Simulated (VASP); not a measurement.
Input of a VASP 6.6.1 run:

File INCAR:

```
SYSTEM = BaO
PREC = Accurate
ENCUT = 600
EDIFF = 1E-8
ISMEAR = 0
SIGMA = 0.01
LREAL = .FALSE.
LASPH = .TRUE.
NELM = 120
ALGO = Normal
ISIF = 2
LWAVE = .FALSE.
LCHARG = .TRUE.
GGA = PS
NBANDS = 15
IBRION = 8
NSW = 1
LEPSILON = .TRUE.
GGA_COMPAT = .FALSE.
```

The input KPOINTS:

```
Automatic mesh
0
G
  8 8 8
  0 0 0
```

The input POSCAR:

```
BaO
1.0
    0.0000000000      2.7449022317      2.7449022317
    2.7449022317      0.0000000000      2.7449022317
    2.7449022317      2.7449022317      0.0000000000
Ba O
1 1
Direct
    0.0000000000      0.0000000000      0.0000000000
    0.5000000000      0.5000000000      0.5000000000
```

Potentials or basis: VASP PAW PBE potentials, release 64 (Ba_sv, O).

Command:

```sh
$ cat potpaw_PBE.64/Ba_sv/POTCAR potpaw_PBE.64/O/POTCAR > POTCAR
$ mpirun -np 1 vasp_std > vasp.out
```

(1) Estimate the electronic dielectric tensor (diagonal).

(2) What does it give for the Born charges (mean of the diagonal)?

(3) Estimate the highest phonon frequency at Γ, LO-TO splitting left out.

## Answers

(1) 4.41.

(2) Ba +2.80; O -2.80 e.

(3) 114 cm⁻¹.

Caveat: the cell stands under pressure or tension, which shifts response properties.
